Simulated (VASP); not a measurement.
# KBr (I4mm) in VASP: single point with r2SCAN

Aim: the single point of KBr with r2SCAN.

Program: VASP 6.6.1. These are calculated values, not measurements. Logs are shortened: lines on timing, memory, paths and dates and some standing lists are left out, and cuts for length are marked.

**1. The cell of the first run**

It takes space group I4mm (No. 107, tetragonal). Conventional cell: a = 4.656 Å, b = 4.656 Å, c = 6.585 Å, α = 90.00°, β = 90.00°, γ = 90.00°. K (site symmetry 4mm) has 6 Br at 2.99 to 3.59 Å within 3.9 Å. Br (site symmetry 4mm) has 6 K at 2.99 to 3.59 Å within 3.9 Å.

**2. Single point, r2SCAN (atom 1 (K) moved by (-0.300, +0.000) A along y and z)**

Contents of POSCAR:

```
KBr
1.0
    0.0000000000      3.2925000000      3.2925000000
    3.2925000000      0.0000000000      3.2925000000
    3.2925000000      3.2925000000      0.0000000000
K Br
1 1
Direct
   -0.0455580866      0.0455580866     -0.0455580866
    0.5000000000      0.5000000000      0.5000000000
```

Contents of INCAR.step1:

```
PREC = Accurate
ENCUT = 520
ISMEAR = 0
SIGMA = 0.05
LREAL = False
LASPH = True
NELM = 100
NBANDS = 15
GGA = PE
ALGO = Normal
EDIFF = 1E-4
LWAVE = True
LCHARG = False
```

Contents of INCAR.step2:

```
PREC = Accurate
ENCUT = 520
EDIFF = 1E-7
ISMEAR = 0
SIGMA = 0.05
LREAL = False
LASPH = True
NELM = 100
ALGO = Normal
ISIF = 2
LWAVE = False
LCHARG = True
METAGGA = R2SCAN
LMIXTAU = True
LELF = True
LVHAR = True
NBANDS = 15
ISTART = 1
```

Contents of KPOINTS:

```
regular mesh
0
Gamma
  6 6 6
```

Potentials or basis: VASP PAW PBE potentials, release 64 (K_sv, Br).

Run with:

```console
$ cat potpaw_PBE.64/K_sv/POTCAR potpaw_PBE.64/Br/POTCAR > POTCAR
$ cp INCAR.step1 INCAR
$ mpirun -np 1 vasp_std > vasp.out
$ cp INCAR.step2 INCAR
$ mpirun -np 1 vasp_std > vasp.out
```

OUTCAR:

```text
PREC = Accurate
   ENCUT = 520
   EDIFF = 1E-7
   ISMEAR = 0
   LREAL = False
   LASPH = True
   NELM = 100
   ISIF = 2
   METAGGA = R2SCAN
   ISTART = 1

 ion  position               nearest neighbor table
   1  0.954  0.046  0.954-   2 2.99
   2  0.500  0.500  0.500-   1 2.99

  LATTYP: Found a face centered cubic cell.
 ALAT       =     6.5850000000

  Lattice vectors:

 A1 = (   0.0000000000,   3.2925000000,   3.2925000000)
 A2 = (   3.2925000000,   0.0000000000,   3.2925000000)
 A3 = (   3.2925000000,   3.2925000000,   0.0000000000)

Analysis of symmetry for initial positions (statically):
=====================================================================
 Subroutine PRICEL returns:
 Original cell was already a primitive cell.

 Routine SETGRP: Setting up the symmetry group for a
 face centered cubic supercell.

 Subroutine GETGRP returns: Found  8 space group operations
 (whereof  8 operations were pure point group operations)
 out of a pool of 48 trial point group operations.

The static configuration has the point symmetry C_4v.

Analysis of symmetry for dynamics (positions and initial velocities):
=====================================================================
 Subroutine PRICEL returns:
 Original cell was already a primitive cell.

 Routine SETGRP: Setting up the symmetry group for a
 face centered cubic supercell.

 Subroutine GETGRP returns: Found  8 space group operations
 (whereof  8 operations were pure point group operations)
 out of a pool of 48 trial point group operations.

The dynamic configuration has the point symmetry C_4v.

 Subroutine INISYM returns: Found  8 space group operations
 (whereof  8 operations are pure point group operations),
 and found     1 'primitive' translations

----------------------------------------------------------------------------------------

                                     Primitive cell

  volume of cell :      71.3851

  direct lattice vectors                    reciprocal lattice vectors
     0.000000000  3.292500000  3.292500000    -0.151860289  0.151860289  0.151860289
     3.292500000  0.000000000  3.292500000     0.151860289 -0.151860289  0.151860289
     3.292500000  3.292500000  0.000000000     0.151860289  0.151860289 -0.151860289

  length of vectors
     4.656298154  4.656298154  4.656298154     0.263029735  0.263029735  0.263029735

  position of ions in fractional coordinates (direct lattice)
     0.954441913  0.045558087  0.954441913
     0.500000000  0.500000000  0.500000000

  ion indices of the primitive-cell ions
   primitive index   ion index
                 1           1
                 2           2

----------------------------------------------------------------------------------------

 KPOINTS: regular mesh

Automatic generation of k-mesh.
 Grid dimensions read from file:
 generate k-points for:    6    6    6

 Generating k-lattice:

  Cartesian coordinates                     Fractional coordinates (reciprocal lattice)
    -0.025310048  0.025310048  0.025310048     0.166666667  0.000000000  0.000000000
     0.025310048 -0.025310048  0.025310048     0.000000000  0.166666667  0.000000000
     0.025310048  0.025310048 -0.025310048     0.000000000  0.000000000  0.166666667

  Length of vectors
     0.043838289  0.043838289  0.043838289

  Shift w.r.t. Gamma in fractional coordinates (k-lattice)
     0.000000000  0.000000000  0.000000000

 Subroutine IBZKPT returns following result:
 ===========================================

 Found     30 irreducible k-points:

 Following reciprocal coordinates:
            Coordinates               Weight
  0.000000  0.000000  0.000000      1.000000
  0.166667  0.000000  0.000000      8.000000
  0.333333  0.000000  0.000000      8.000000
  0.500000  0.000000  0.000000      4.000000
  0.166667  0.166667  0.000000      4.000000
  0.166667  0.000000  0.166667      2.000000
[... 16 lines left out ...]
  0.500000  0.333333  0.166667      8.000000
  0.166667  0.500000  0.333333      8.000000
 [... further k-points ...]
   k-points           NKPTS =     30   k-points in BZ     NKDIM =     30   number of bands    NBANDS=     15
   number of dos      NEDOS =    301   number of ions     NIONS =      2
   total plane-waves  NPLWV =  46656
   dimension x,y,z NGX =    36 NGY =   36 NGZ =   36
   dimension x,y,z NGXF=    72 NGYF=   72 NGZF=   72
   ions per type =               1   1
   NGX,Y,Z   is equivalent  to a cutoff of  12.85, 12.85, 12.85 a.u.
   NGXF,Y,Z  is equivalent  to a cutoff of  25.71, 25.71, 25.71 a.u.
 SYSTEM =  unknown system
   PREC   = accura    normal or accurate (medium, high low for compatibility)
   ISTART =      1    job   : 0-new  1-cont  2-samecut
   ICHARG =      0    charge: 1-file 2-atom 10-const
   ISPIN  =      1    spin polarized calculation?
   LNONCOLLINEAR =      F non collinear calculations
   LSORBIT =      F    spin-orbit coupling
   LASPH  =      T    aspherical Exc in radial PAW
   ENCUT  =  520.0 eV  38.22 Ry    6.18 a.u.   8.66  8.66  8.66*2*pi/ulx,y,z
   NELM   =    100;   NELMIN=  2; NELMDL=  0     # of ELM steps
   EDIFF  = 0.1E-06   stopping-criterion for ELM
   LREAL  =      F    real-space projection
   EDIFFG = 0.1E-05   stopping-criterion for IOM
   NSW    =      0    number of steps for IOM
   IBRION =     -1    ionic relax: 0-MD 1-quasi-New 2-CG
   NFREE  =      0    steps in history (QN), initial steepest desc. (CG)
   ISIF   =      2    stress and relaxation
   ISYM   =      2    0-nonsym 1-usesym 2-fastsym
   POTIM  = 0.5000    time-step for ionic-motion
   TEBEG  =    0.0;   TEEND  =   0.0 temperature during run
   PSTRESS=    0.0 pullay stress
   NELECT =      16.0000    total number of electrons
   NUPDOWN=      -1.0000    fix difference up-down
   EMIN   =  10.00;   EMAX   =-10.00  energy-range for DOS
   EFERMI =   0.00;   METHOD = LEGACY
   ISMEAR =     0;   SIGMA  =   0.05  broadening in eV -4-tet -1-fermi 0-gaus
   EFERMI_NEDOS =   21; number of points for ismear=-14 and -15
   IALGO  =     38    algorithm
   IMIX   =      4    mixing-type and parameters
     AMIX     =   0.40;   BMIX     =  1.00
     AMIX_MAG =   1.60;   BMIX_MAG =  1.00
  volume/ion in A,a.u.               =      35.69       240.87
  Fermi-wavevector in a.u.,A,eV,Ry     =   0.994441  1.879221 13.454978  0.988913
  Thomas-Fermi vector in A             =   2.126392
   LORBIT       =      0    0 simple, 1 ext, 2 COOP (PROOUT), +10 PAW based schemes
   METAGGA = R2SCAN    functional components
   LHFCALC =     F    Hartree Fock is set to
   AEXX    =    0.0000 exact exchange contribution
   IVDW    =     0    specifies the selected vdW correction
   LEPSILON=     F    determine dielectric tensor
   LRPA    =     F    only Hartree local field effects (RPA)
 non-spin polarized calculation
 Gauss-broadening in eV      SIGMA  =   0.05
  energy-cutoff  :      520.00
  volume of cell :       71.39
 maximum number of plane-waves:      1948
 NGX is ok and might be reduce to    36
   NGX = 17   NGY = 17   NGZ = 17

 number of electron      15.9999998 magnetization

 Free energy of the ion-electron system (eV)
  ---------------------------------------------------
  ext. energy  EPLUGINS =         0.00000000
  ---------------------------------------------------
  free energy    TOTEN  =       -23.17760887 eV

  energy without entropy =      -23.17760887  energy(sigma->0) =      -23.17760887

 E-fermi :  -1.9063     XC(G=0):  -7.7653

 val. band max:       -2.1464607177   @ k =   0.0000   0.0000   0.0000
 cond. band min:       2.9704418767   @ k =   0.0000   0.0000   0.0000
 fundamental gap:      5.1169025944
 Fermi energy:        -1.9063244956

 k-point     1 :       0.0000    0.0000    0.0000
  band No.  band energies     occupation
      1     -30.9670      2.00000
      2     -14.8973      2.00000
      3     -13.6745      2.00000
      4     -13.6745      2.00000
      5     -13.6593      2.00000
      6      -2.1534      2.00000
      7      -2.1534      2.00000
      8      -2.1465      2.00000
      9       2.9704      0.00000
     10       6.1689      0.00000
     11       6.2022      0.00000
     12       6.2022      0.00000
     13       7.1290      0.00000
     14       7.2803      0.00000
     15       9.7970      0.00000

 k-point     2 :       0.1667    0.0000    0.0000
  band No.  band energies     occupation
      1     -30.9655      2.00000
      2     -14.9444      2.00000
      3     -13.6870      2.00000
      4     -13.6762      2.00000
      5     -13.5825      2.00000
      6      -2.5026      2.00000
      7      -2.2328      2.00000
      8      -2.2215      2.00000
      9       3.6197      0.00000
     10       5.9369      0.00000
     11       6.4721      0.00000
     12       6.4842      0.00000
     13       7.5585      0.00000
     14       7.7225      0.00000
     15      10.7811      0.00000

 k-point     3 :       0.3333    0.0000    0.0000
  band No.  band energies     occupation
      1     -30.9625      2.00000
      2     -15.0274      2.00000
      3     -13.6911      2.00000
      4     -13.6794      2.00000
      5     -13.4600      2.00000
      6      -3.0601      2.00000
      7      -2.3837      2.00000
      8      -2.3719      2.00000
      9       4.6761      0.00000
     10       6.1665      0.00000
     11       7.2786      0.00000
     12       7.2872      0.00000
     13       8.5452      0.00000
     14       8.7340      0.00000
     15      10.2048      0.00000
[... 343 lines left out ...]
 k-point    23 :       0.5000    0.3333    0.1667
  band No.  band energies     occupation
      1     -30.9607      2.00000
      2     -14.9577      2.00000
      3     -13.7138      2.00000
      4     -13.7084      2.00000
      5     -13.5188      2.00000
      6      -2.9905      2.00000
      7      -2.5330      2.00000
      8      -2.4624      2.00000
      9       5.3373      0.00000
     10       5.6321      0.00000
     11       7.4877      0.00000
     12       8.1347      0.00000
     13       8.3422      0.00000
     14       9.1308      0.00000
     15       9.6184      0.00000

 k-point    24 :       0.1667    0.5000    0.3333
  band No.  band energies     occupation
      1     -30.9607      2.00000
      2     -14.9563      2.00000
      3     -13.7352      2.00000
      4     -13.6944      2.00000
      5     -13.5151      2.00000
      6      -2.9936      2.00000
      7      -2.5136      2.00000
      8      -2.4491      2.00000
      9       5.1861      0.00000
     10       5.6485      0.00000
     11       7.3701      0.00000
     12       8.4053      0.00000
     13       8.5432      0.00000
     14       8.7864      0.00000
     15       9.7505      0.00000

 [... further k-points ...]
[... 5 lines left out ...]
  --------------------------------------------------------------------------------------
  -------------------------------------------------------------------------------------
  Total        0.0162719      0.9836645      0.0162719      0.0000000      0.0000000      0.0000000
  in kB        0.3652097     22.0775183      0.3652097      0.0000000      0.0000000      0.0000000
  external PRESSURE =       7.6026459 kB  Pullay stress =       0.0000000 kB

 VOLUME and BASIS-vectors are now :
 -----------------------------------------------------------------------------
  energy-cutoff  :      520.00
  volume of cell :       71.39
      direct lattice vectors                 reciprocal lattice vectors
     0.000000000  3.292500000  3.292500000    -0.151860289  0.151860289  0.151860289
     3.292500000  0.000000000  3.292500000     0.151860289 -0.151860289  0.151860289
     3.292500000  3.292500000  0.000000000     0.151860289  0.151860289 -0.151860289

 POSITION                                       TOTAL-FORCE (eV/Angst)
 -----------------------------------------------------------------------------------
      3.29250      6.28500      3.29250         0.000000      0.527958      0.000000
      3.29250      3.29250      3.29250         0.000000     -0.527958      0.000000
 -----------------------------------------------------------------------------------
    total drift:                                0.000000      0.001320      0.000000

  FREE ENERGIE OF THE ION-ELECTRON SYSTEM (eV)
  ---------------------------------------------------
  free  energy   TOTEN  =       -23.1776088655 eV

  energy  without entropy=      -23.1776088655  energy(sigma->0) =      -23.17760887
```

Run time: 3.6 min. Hardware: 1 thread of Intel Xeon 8259CL, shared host; peak memory 0.23 GiB.

Results:

```
Free energy            : -23.1776 eV
Pressure               : 0.8 GPa
Largest force          : 0.528 eV/Å
Band gap on the k mesh : 5.12 eV
```

Forces on the atoms (eV/Å):
```
K    0.000  0.528  0.000
Br   0.000 -0.528  0.000
```

Levels at points of the mesh, in eV from the valence-band top:
```csv
k point,band 5,band 6,band 7,band 8,band 9,band 10,band 11,band 12
"(0.00, 0.00, 0.00)",-11.51,-0.01,-0.01,0.00,5.12,8.32,8.35,8.35
"(0.50, 0.00, 0.00)",-11.26,-1.15,-0.31,-0.30,7.14,8.87,10.26,10.42
"(0.50, 0.50, 0.00)",-11.52,-0.81,-0.31,-0.26,6.49,8.01,10.21,10.27
"(0.50, 0.00, 0.50)",-11.54,-0.77,-0.27,-0.27,6.39,8.07,9.39,10.32
```

Caveat: the cell differs from its parent crystal (atom 1 (K) moved by (-0.300, +0.000) A along y and z); the PAW data sets were made with another functional, which shifts forces and pressure a little.
